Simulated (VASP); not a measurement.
# Cu (Fm-3m) in VASP: a series of runs, part 2 of 2

VASP 6.6.1.

## 4. Relaxation of cell and atoms, PBEsol

Input file INCAR:

```
SYSTEM = Cu
PREC = Accurate ; ENCUT = 600
EDIFF = 1E-7 ; ISMEAR = 0
SIGMA = 0.1 ; LREAL = .FALSE.
LASPH = .TRUE. ; NELM = 60
ALGO = Normal ; ISIF = 3
LWAVE = .FALSE. ; LCHARG = .FALSE.
GGA = PS ; IBRION = 2
NSW = 100 ; EDIFFG = -0.005
```

Input file KPOINTS:

```
regular mesh
0
G
  20 20 20
  0 0 0
```

Input file POSCAR:

```
Cu
1.0
    0.0000000000      1.8075000000      1.8075000000
    1.8075000000      0.0000000000      1.8075000000
    1.8075000000      1.8075000000      0.0000000000
Cu
1
Direct
    0.0000000000      0.0000000000      0.0000000000
```

Potentials or basis: VASP PAW PBE potentials, release 64 (Cu).

Launch:

```bash
> cat potpaw_PBE.64/Cu/POTCAR > POTCAR
> mpirun -np 1 vasp_std > vasp.out
```

OUTCAR:

```text
SYSTEM = Cu
   PREC = Accurate
   ENCUT = 600
   EDIFF = 1E-7
   ISMEAR = 0
   LREAL = .FALSE.
   LASPH = .TRUE.
   NELM = 60
   ISIF = 3
   GGA = PS
   IBRION = 2
   NSW = 100
   EDIFFG = -0.005

 ion  position               nearest neighbor table
   1  0.000  0.000  0.000-

  LATTYP: Found a face centered cubic cell.
 ALAT       =     3.6150000000

  Lattice vectors:

 A1 = (   0.0000000000,   1.8075000000,   1.8075000000)
 A2 = (   1.8075000000,   0.0000000000,   1.8075000000)
 A3 = (   1.8075000000,   1.8075000000,   0.0000000000)

Analysis of symmetry for initial positions (statically):
=====================================================================
 Subroutine PRICEL returns:
 Original cell was already a primitive cell.

 Routine SETGRP: Setting up the symmetry group for a
 face centered cubic supercell.

 Subroutine GETGRP returns: Found 48 space group operations
[... 9 lines left out ...]

 Routine SETGRP: Setting up the symmetry group for a
 face centered cubic supercell.

 Subroutine GETGRP returns: Found 48 space group operations
[... 11 lines left out ...]
                                     Primitive cell

  volume of cell :      11.8104

  direct lattice vectors                    reciprocal lattice vectors
     0.000000000  1.807500000  1.807500000    -0.276625173  0.276625173  0.276625173
     1.807500000  0.000000000  1.807500000     0.276625173 -0.276625173  0.276625173
     1.807500000  1.807500000  0.000000000     0.276625173  0.276625173 -0.276625173

  length of vectors
     2.556191014  2.556191014  2.556191014     0.479128854  0.479128854  0.479128854

  position of ions in fractional coordinates (direct lattice)
     0.000000000  0.000000000  0.000000000

  ion indices of the primitive-cell ions
   primitive index   ion index
                 1           1
[... 96 lines left out ...]
   LORBIT       =      0    0 simple, 1 ext, 2 COOP (PROOUT), +10 PAW based schemes
   GGA     = PS    functional components
   LHFCALC =     F    Hartree Fock is set to
   AEXX    =    0.0000 exact exchange contribution
   IVDW    =     0    specifies the selected vdW correction
   LEPSILON=     F    determine dielectric tensor
   LRPA    =     F    only Hartree local field effects (RPA)
 conjugate gradient relaxation of ions
 non-spin polarized calculation
 Gauss-broadening in eV      SIGMA  =   0.10
  energy-cutoff  :      600.00
  volume of cell :       11.81
 maximum number of plane-waves:       411
   NGX = 11   NGY = 11   NGZ = 11

--------------------------------------- Ionic step        1  -------------------------------------------

 number of electron      11.0000001 magnetization

 Free energy of the ion-electron system (eV)
  ---------------------------------------------------
  ext. energy  EPLUGINS =         0.00000000
  ---------------------------------------------------
  free energy    TOTEN  =        -4.30202887 eV

  energy without entropy =       -4.30069649  energy(sigma->0) =       -4.30136268

------------------------ aborting loop because EDIFF is reached ----------------------------------------

  FORCE on cell =-STRESS in cart. coord.  units (eV):
  Direction    XX          YY          ZZ          XY          YZ          ZX
  --------------------------------------------------------------------------------------
  -------------------------------------------------------------------------------------
  Total       -0.4215745     -0.4215745     -0.4215745      0.0000000      0.0000000      0.0000000
  in kB      -57.1899917    -57.1899917    -57.1899917      0.0000000      0.0000000      0.0000000
  external PRESSURE =     -57.1899917 kB  Pullay stress =       0.0000000 kB
[... 57 lines left out ...]
--------------------------------------- Ionic step        3  -------------------------------------------

 number of electron      11.0000013 magnetization

 Free energy of the ion-electron system (eV)
  ---------------------------------------------------
  ext. energy  EPLUGINS =         0.00000000
  ---------------------------------------------------
  free energy    TOTEN  =        -4.31033626 eV

  energy without entropy =       -4.30904410  energy(sigma->0) =       -4.30969018

 E-fermi :   7.8501     XC(G=0): -13.1340

 val. band max:        7.7964825046   @ k =   0.4500   0.3000   0.0000
 cond. band min:       7.8533618800   @ k =   0.5000   0.2500   0.1000
 fundamental gap:      0.0568793754
 Fermi energy:         7.8501123410

 k-point     1 :       0.0000    0.0000    0.0000
  band No.  band energies     occupation
      1      -1.8014      2.00000
      2       4.7395      2.00000
      3       4.7395      2.00000
      4       4.7395      2.00000
      5       5.6228      2.00000
      6       5.6228      2.00000
      7      30.7759      0.00000
      8      33.6914      0.00000
      9      33.6914      0.00000
[... 265 lines left out ...]
 k-point    24 :      -0.3500    0.0500    0.0000
  band No.  band energies     occupation
      1       2.1009      2.00000
      2       4.7690      2.00000
      3       4.8119      2.00000
      4       4.9180      2.00000
      5       5.9547      2.00000
      6       6.2481      2.00000
      7      15.3705      0.00000
      8      28.0854      0.00000
      9      30.4693      0.00000

 [... further k-points ...]
[... 5 lines left out ...]
  --------------------------------------------------------------------------------------
  -------------------------------------------------------------------------------------
  Total        0.0001078      0.0001078      0.0001078      0.0000000      0.0000000     -0.0000000
  in kB        0.0152043      0.0152043      0.0152043      0.0000000      0.0000000     -0.0000000
  external PRESSURE =       0.0152043 kB  Pullay stress =       0.0000000 kB
[... 16 lines left out ...]
  FREE ENERGIE OF THE ION-ELECTRON SYSTEM (eV)
  ---------------------------------------------------
  free  energy   TOTEN  =        -4.3103362593 eV

  energy  without entropy=       -4.3090440961  energy(sigma->0) =       -4.30969018

 reached required accuracy - stopping structural energy minimisation
```

Run time: 29 s. Hardware: 1 thread of Intel Xeon 6975P-C (Granite Rapids), shared host; peak memory 0.16 GiB.

Results:

- Free energy: -4.3103 eV
- Relaxed volume: 11.36 Å³/atom
- Relaxed cell: a = 2.524 Å, b = 2.524 Å, c = 2.524 Å, α = 60.00°, β = 60.00°, γ = 60.00°
- Space group after relaxing (to 0.05 Å): Fm-3m (No. 225)
- Energy gained by relaxing: 8.3 meV/atom
- Ionic steps: 3
- Pressure after relaxing: 0.0 GPa

Step by step:
| step | energy change (eV) | largest force (eV/Å) | pressure (GPa) | volume (Å³) |
| --- | --- | --- | --- | --- |
| 1 | 0.0000 | 0.0000 | -5.72 | 11.81 |
| 2 | -0.0051 | 0.0000 | 4.02 | 11.10 |
| 3 | -0.0083 | 0.0000 | 0.00 | 11.36 |

Final structure:
```
CELL_PARAMETERS angstrom
0.00000 1.78445 1.78445
1.78445 0.00000 1.78445
1.78445 1.78445 0.00000
ATOMIC_POSITIONS crystal
Cu 0.00000 0.00000 0.00000
```

Levels at points of the mesh, in eV from the Fermi level:
| k point | band 3 | band 4 | band 5 | band 6 | band 7 | band 8 | band 9 |
| --- | --- | --- | --- | --- | --- | --- | --- |
| (0.00, 0.00, 0.00) | -3.11 | -3.11 | -2.23 | -2.23 | 22.93 | 25.84 | 25.84 |
| (0.50, 0.00, 0.00) | -3.14 | -1.63 | -1.63 | -1.12 | 3.97 | 21.40 | 22.65 |
| (0.50, 0.50, 0.00) | -1.64 | -1.48 | -1.48 | 1.46 | 7.40 | 13.37 | 13.37 |

Caveat: the PAW data sets were made with another functional, which shifts forces and pressure a little.

## 5. Single point, PBEsol

This run uses another cell than the first one, of 11.31 Å³/atom, 0.958 times its volume.

Input file INCAR:

```
PREC = Accurate ; ENCUT = 520
EDIFF = 1E-7 ; ISMEAR = 0
SIGMA = 0.15 ; LREAL = False
LASPH = True ; NELM = 100
ALGO = Normal ; ISIF = 2
LWAVE = False ; LCHARG = True
GGA = PS ; LELF = True
LVHAR = True ; NBANDS = 12
```

Input file KPOINTS:

```
Automatic mesh
0
Gamma
  16 16 16
```

Input file POSCAR:

```
Cu
1.0
    0.0000000000      1.7816860089      1.7816860089
    1.7816860089      0.0000000000      1.7816860089
    1.7816860089      1.7816860089      0.0000000000
Cu
1
Direct
    0.0000000000      0.0000000000      0.0000000000
```

Launch:

```bash
> cat potpaw_PBE.64/Cu/POTCAR > POTCAR
> mpirun -np 1 vasp_std > vasp.out
```

Wall time 19 s (1 thread of AMD EPYC 7R43 (Zen 3), shared host); peak memory 0.1 GiB.

It converged, with:

| Item | Value |
| --- | --- |
| Free energy | -4.3100 eV |
| Pressure | 0.8 GPa |

Levels at points of the mesh, in eV from the Fermi level:
```
           k point  band 2  band 3  band 4  band 5  band 6  band 7  band 8  band 9  band 10  band 11
(0.00, 0.00, 0.00)   -3.13   -3.13   -3.13   -2.24   -2.24   22.96   25.91   25.91    25.91    28.43
(0.50, 0.00, 0.00)   -3.16   -3.16   -1.63   -1.63   -1.13    3.99   21.43   22.73    22.73    25.69
(0.50, 0.50, 0.00)   -4.62   -1.65   -1.48   -1.48    1.46    7.44   13.40   13.40    18.03    21.00
```

Caveat: the PAW data sets were made with another functional, which shifts forces and pressure a little.

## 6. Overview

| task | cell | k mesh | cutoff (eV) | smearing | gap on the mesh (eV) | pressure (GPa) |
| --- | --- | --- | --- | --- | --- | --- |
| relaxation of cell and atoms | relaxed from a = 2.556 Å, angles 60.0°, 1 atom | 20 × 20 × 20 | 600 | gaussian 0.1 eV | none | 0.0 |
| single point | a = 2.520 Å, angles 60.0°, 1 atom | 20 × 20 × 20 | 520 | gaussian 0.1 eV | none | 0.7 |
| single point | a = 2.520 Å, angles 60.0°, 1 atom | 16 × 16 × 16 | 520 | gaussian 0.15 eV | none | 0.8 |

Alike in all rows: level PBEsol; potentials or basis VASP PAW PBE potentials, release 64 (Cu); no spin polarisation.

Caveats: the PAW data sets were made with another functional, which shifts forces and pressure a little.

Total energies depend on the potentials used, so only differences within one code and one set of settings carry meaning.
